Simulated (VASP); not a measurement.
# ZnS (P3m1) in VASP: a series of runs, part 2 of 3

VASP 6.6.1.

## (3) Electric field gradients, PBE (atom 14 (S) moved by 0.10 Å)

Contents of INCAR:

```
PREC     = Accurate       # precision mode
ENCUT    = 520            # plane-wave cutoff, eV
EDIFF    = 1E-8           # SCF threshold, eV
ISMEAR   = -1             # smearing method
SIGMA    = 0.02           # smearing width, eV
LREAL    = Auto         
LASPH    = True           # aspherical terms in the spheres
NELM     = 60             # most SCF steps
ALGO     = Normal         # electronic algorithm
ISIF     = 2              # what is computed and relaxed
LWAVE    = False          # write WAVECAR
LCHARG   = False          # write CHGCAR
GGA      = PE             # functional
LEFG     = True         
NBANDS   = 86             # bands
```

Contents of KPOINTS:

```
regular mesh
0
Gamma
  8 8 2
```

Contents of POSCAR:

```
ZnS
1.0
    3.8050880673      0.0000000000      0.0000000000
   -1.9025440336      3.2953029299      0.0000000000
    0.0000000000      0.0000000000     24.9159345000
Zn S
8 8
Direct
    0.3333333333      0.6666666667      0.1251184100
    0.0000000000      0.0000000000      0.0001589700
    0.6666666667      0.3333333333      0.6250474700
    0.6666666667      0.3333333333      0.8751387000
    0.0000000000      0.0000000000      0.7500222700
    0.3333333333      0.6666666667      0.5000781600
    0.0000000000      0.0000000000      0.3750879400
    0.6666666667      0.3333333333      0.2501284900
    0.6666666667      0.3333333333      0.3437219900
    0.6666666667      0.3333333333      0.7185811600
    0.3333333333      0.6666666667      0.2187340500
    0.0000000000      0.0000000000      0.8436723900
    0.6666666667      0.3333333333      0.9688127500
    0.0000000000      0.0000000000      0.0977395559
    0.3333333333      0.6666666667      0.5936859800
    0.0000000000      0.0000000000      0.4686862100
```

Potentials or basis: VASP PAW PBE potentials, release 64 (Zn, S).

On the command line:

```
> cat potpaw_PBE.64/Zn/POTCAR potpaw_PBE.64/S/POTCAR > POTCAR
> mpirun -np 1 vasp_std > vasp.out
```

OUTCAR:

```text
PREC = Accurate
   ENCUT = 520
   EDIFF = 1E-8
   ISMEAR = -1
   LREAL = Auto
   LASPH = True
   NELM = 60
   ISIF = 2
   GGA = PE

 ion  position               nearest neighbor table
   1  0.333  0.667  0.125-  14 2.30  14 2.30  14 2.30  11 2.33
   2  0.000  0.000  0.000-  13 2.33  13 2.33  13 2.33  14 2.43
   3  0.667  0.333  0.625-  10 2.33  15 2.33  15 2.33  15 2.33
   4  0.667  0.333  0.875-  12 2.33  12 2.33  12 2.33  13 2.33
   5  0.000  0.000  0.750-  10 2.33  10 2.33  10 2.33  12 2.33
   6  0.333  0.667  0.500-  16 2.33  16 2.33  16 2.33  15 2.33
[... 8 lines left out ...]
  15  0.333  0.667  0.594-   3 2.33   3 2.33   3 2.33   6 2.33
  16  0.000  0.000  0.469-   6 2.33   6 2.33   6 2.33   7 2.33

  LATTYP: Found a hexagonal cell.
 ALAT       =     3.8050880673
 C/A-ratio  =     6.5480572484

  Lattice vectors:

 A1 = (   3.8050880673,   0.0000000000,   0.0000000000)
 A2 = (  -1.9025440336,   3.2953029299,   0.0000000000)
 A3 = (   0.0000000000,   0.0000000000,  24.9159345000)

Analysis of symmetry for initial positions (statically):
=====================================================================
 Subroutine PRICEL returns:
 Original cell was already a primitive cell.

 Routine SETGRP: Setting up the symmetry group for a
 hexagonal supercell.

 Subroutine GETGRP returns: Found  6 space group operations
 (whereof  6 operations were pure point group operations)
 out of a pool of 24 trial point group operations.

The static configuration has the point symmetry C_3v.

Analysis of symmetry for dynamics (positions and initial velocities):
=====================================================================
[... 1940 lines left out ...]
  energy-cutoff  :      520.00
  volume of cell :      312.42
      direct lattice vectors                 reciprocal lattice vectors
     3.805088067  0.000000000  0.000000000     0.262806007  0.151731119  0.000000000
    -1.902544034  3.295302930  0.000000000     0.000000000  0.303462237  0.000000000
     0.000000000  0.000000000 24.915934500     0.000000000  0.000000000  0.040134959

 POSITION                                       TOTAL-FORCE (eV/Angst)
 -----------------------------------------------------------------------------------
     -0.00000      2.19687      3.11744         0.000000     -0.000000      0.270239
      0.00000      0.00000      0.00396        -0.000000     -0.000000      0.425000
      1.90254      1.09843     15.57364         0.000000     -0.000000     -0.052662
      1.90254      1.09843     21.80490        -0.000000     -0.000000     -0.038562
      0.00000      0.00000     18.68751         0.000000     -0.000000     -0.048030
     -0.00000      2.19687     12.45991        -0.000000      0.000000     -0.044777
[... 8 lines left out ...]
     -0.00000      2.19687     14.79224         0.000000     -0.000000      0.040853
      0.00000      0.00000     11.67775         0.000000     -0.000000      0.046126
 -----------------------------------------------------------------------------------
    total drift:                               -0.000001     -0.000007      0.004041

  FREE ENERGIE OF THE ION-ELECTRON SYSTEM (eV)
  ---------------------------------------------------
  free  energy   TOTEN  =       -54.6793047677 eV

  energy  without entropy=      -54.6793047677  energy(sigma->0) =      -54.67930477

 Electric field gradients (V/A^2)
---------------------------------------------------------------------
 ion       V_xx      V_yy      V_zz      V_xy      V_xz      V_yz
---------------------------------------------------------------------
   1      -4.147    -4.140     8.288     0.006    -0.000     0.000
   2      -7.260    -7.260    14.520     0.000     0.000    -0.000
   3      -0.551    -0.545     1.096     0.006     0.000    -0.000
   4      -0.459    -0.453     0.912     0.006    -0.000     0.000
   5      -0.171    -0.170     0.341     0.001     0.000    -0.000
   6      -0.614    -0.607     1.221     0.006     0.000    -0.000
[... 8 lines left out ...]
  15       0.099     0.099    -0.198    -0.000     0.000    -0.000
  16       0.079     0.079    -0.158     0.001     0.000    -0.000
---------------------------------------------------------------------

 Electric field gradients after diagonalization (V/A^2)
 (convention: |V_zz| > |V_xx| > |V_yy|)
----------------------------------------------------------------------
 ion       V_xx      V_yy      V_zz     asymmetry (V_yy - V_xx)/ V_zz
----------------------------------------------------------------------
   1      -4.150    -4.137     8.288       0.002
   2      -7.261    -7.260    14.520       0.000
   3      -0.554    -0.541     1.096       0.012
   4      -0.463    -0.450     0.912       0.014
   5      -0.171    -0.170     0.341       0.004
   6      -0.617    -0.604     1.221       0.011
[... 8 lines left out ...]
  15       0.099     0.098    -0.198       0.005
  16       0.080     0.078    -0.158       0.008
----------------------------------------------------------------------

           NMR quadrupolar parameters

 Cq : quadrupolar parameter    Cq=e*Q*V_zz/h
 eta: asymmetry parameters     (V_yy - V_xx)/ V_zz
 Q  : nuclear electric quadrupole moment in mb (millibarn)
----------------------------------------------------------------------
 ion       Cq(MHz)       eta       Q (mb)
----------------------------------------------------------------------
   1       0.020       0.002       1.000
   2       0.035       0.000       1.000
   3       0.003       0.012       1.000
   4       0.002       0.014       1.000
   5       0.001       0.004       1.000
   6       0.003       0.011       1.000
[... 8 lines left out ...]
  15      -0.000       0.005       1.000
  16      -0.000       0.008       1.000
----------------------------------------------------------------------
```

OSZICAR:

```text
N       E                     dE             d eps       ncg     rms          rms(c)
DAV:   1     0.135983083964E+04    0.13598E+04   -0.64412E+04  3440   0.203E+03
DAV:   2     0.181119054483E+03   -0.11787E+04   -0.11319E+04  3440   0.504E+02
DAV:   3    -0.417661396724E+02   -0.22289E+03   -0.21556E+03  3786   0.186E+02
[... 19 lines left out ...]
DAV:  23    -0.546793051667E+02   -0.15898E-07   -0.12736E-07  3096   0.207E-03    0.129E-02
DAV:  24    -0.546793050067E+02    0.15999E-06   -0.11314E-07  3392   0.916E-03    0.982E-03
DAV:  25    -0.546793048294E+02    0.17729E-06   -0.20539E-07  4368   0.103E-02    0.553E-03
DAV:  26    -0.546793047735E+02    0.55881E-07   -0.10420E-07  3632   0.385E-03    0.377E-03
DAV:  27    -0.546793047677E+02    0.58408E-08   -0.36648E-08  2928   0.183E-03
   1 F= -.54679305E+02 E0= -.54679305E+02  d E =-.427245E-11
```

It took 21 min on 1 thread of Oxide Virtual Turin-like, shared host; peak memory 0.54 GiB.

What came out:

- Free energy: -54.6793 eV
- Pressure: 2.6 GPa
- Largest force: 0.926 eV/Å
- Band gap on the k mesh: 2.11 eV
- Largest electric field gradient by atom: Zn +8.3, +14.5, +1.1, +0.9, +0.3, +1.2, +1.3 (each value once); S -0.2, +0.2, -2.4, +1.8, +2.9, -2.1 (each value once) V/Å²

Forces on the atoms (eV/Å):
```
Zn   0.000  0.000  0.270
Zn   0.000  0.000  0.425
Zn   0.000  0.000 -0.053
Zn   0.000  0.000 -0.039
Zn   0.000  0.000 -0.048
Zn   0.000  0.000 -0.045
Zn   0.000  0.000 -0.043
Zn   0.000  0.000 -0.033
S    0.000  0.000  0.044
S    0.000  0.000  0.038
S    0.000  0.000  0.144
S    0.000  0.000  0.046
S    0.000  0.000  0.131
S    0.000  0.000 -0.926
S    0.000  0.000  0.041
S    0.000  0.000  0.046
```

Levels at points of the mesh, in eV from the valence-band top:
| k point | band 68 | band 69 | band 70 | band 71 | band 72 | band 73 | band 74 | band 75 | band 76 | band 77 |
| --- | --- | --- | --- | --- | --- | --- | --- | --- | --- | --- |
| (0.00, 0.00, 0.00) | -0.18 | -0.18 | -0.06 | 0.00 | 0.00 | 2.11 | 2.92 | 2.97 | 3.07 | 3.30 |
| (0.50, 0.00, 0.00) | -1.36 | -1.24 | -1.16 | -1.01 | -0.91 | 3.30 | 3.36 | 3.48 | 3.57 | 3.76 |
| (0.00, 0.00, 0.50) | -0.34 | -0.15 | -0.15 | 0.00 | 0.00 | 2.36 | 2.46 | 3.06 | 3.26 | 3.32 |
| (0.50, 0.00, 0.50) | -1.42 | -1.40 | -1.08 | -0.98 | -0.93 | 3.24 | 3.29 | 3.56 | 3.71 | 3.80 |

Electric field gradients, principal values (V/Å²):
| atom | least | middle | greatest (by size) |
| --- | --- | --- | --- |
| 1 Zn | -4.137 | -4.150 | 8.288 |
| 2 Zn | -7.260 | -7.261 | 14.520 |
| 3 Zn | -0.541 | -0.554 | 1.096 |
| 4 Zn | -0.450 | -0.463 | 0.912 |
| 5 Zn | -0.170 | -0.171 | 0.341 |
| 6 Zn | -0.604 | -0.617 | 1.221 |
| 7 Zn | -0.629 | -0.630 | 1.260 |
| 8 Zn | -0.558 | -0.571 | 1.129 |
| 9 S | 0.089 | 0.091 | -0.180 |
| 10 S | -0.099 | -0.101 | 0.200 |
| 11 S | 1.211 | 1.212 | -2.423 |
| 12 S | -0.907 | -0.908 | 1.815 |
| 13 S | -1.453 | -1.454 | 2.907 |
| 14 S | 1.074 | 1.075 | -2.149 |
| 15 S | 0.098 | 0.099 | -0.198 |
| 16 S | 0.078 | 0.080 | -0.158 |

Caveat: the cell differs from its parent crystal (atom 14 (S) moved by 0.10 Å); without QUAD_EFG the Cq values of the log hold for a quadrupole moment of 1 mb, not for the nuclei. A k mesh can miss the band edges.

[end of part 2 of 3]
